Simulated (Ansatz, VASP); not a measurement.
## One calculation of InP, two programs

```
CELL_PARAMETERS angstrom
0.00000 2.93050 2.93050
2.93050 0.00000 2.93050
2.93050 2.93050 0.00000
ATOMIC_POSITIONS crystal
In 0.00000 0.00000 0.00000
P 0.25000 0.25000 0.25000
```

Alike in both runs: task single point; functional PBE; k mesh 10 × 10 × 10; occupations gaussian, width 0.02 eV; no spin polarisation.

|  | VASP | Ansatz |
| --- | --- | --- |
| version | VASP 6.6.1 | Ansatz 0.2.0 |
| potentials or method | VASP PAW PBE potentials, release 64 (In_d, P), cutoff 520 eV | scalar-relativistic, plane waves, PAW |
| valence electrons in the cell | 18 | 18 |

```csv
,VASP,Ansatz,Ansatz less VASP
gap on the k mesh at the Fermi level (eV),0.71,0.72,+0.003
least direct gap on the mesh (eV),0.71,0.72,+0.003
pressure (GPa),3.3,3.3,+0.06
```
